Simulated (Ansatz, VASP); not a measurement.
# ZnSn2O8 in VASP and in Ansatz

```xyz
11
Lattice="0.0000 4.8272 -3.2382 0.0000 -4.8272 -3.2382 -4.8272 0.0000 3.2382" Properties=species:S:1:pos:R:3 pbc="T T T"
Zn   -2.4136   -2.4136    1.6191
Sn    0.0000    0.0000    0.0167
Sn    0.0000    0.0000   -3.2548
O    -3.8717   -0.9555   -1.6191
O    -3.9173   -0.9098    1.6191
O    -0.9555    0.9555   -4.8572
O    -0.9098    0.9098   -1.6191
O    -3.3555    1.4717   -0.2117
O    -3.3555   -3.3555    0.2117
O    -1.4717   -1.4717   -3.4499
O    -1.4717   -1.4717    0.2117
```

Change from the starting cell: Zn after trading places with the vacancy, charge +0, atoms relaxed.

Alike in both runs: functional PBE; k mesh 3 × 3 × 3; occupations gaussian, width 0.02 eV; no spin polarisation.

Ansatz relaxed the structure, and its values are those at the end. VASP's run is a single point on that final structure, the one shown.

|  | VASP | Ansatz |
| --- | --- | --- |
| version | VASP 6.6.1 | Ansatz 0.2.0 |
| potentials or method | VASP PAW PBE potentials, release 64 (Zn, Sn_d, O), cutoff 520 eV | scalar-relativistic, plane waves, PAW |
| valence electrons in the cell | 88 | 88 |

|  | VASP | Ansatz | Ansatz less VASP |
| --- | --- | --- | --- |
| gap on the k mesh at the Fermi level (eV) | none | none | - |
| rms of the force components (eV/Å) | 0.036 | 0.001 | -0.0348 |

A gap of «none» marks a metal or a gap that the smearing closes. With one functional, cell and mesh, what is left measures potentials, basis and numerics.

The k mesh is coarse, so the values compare programs but aren't converged.
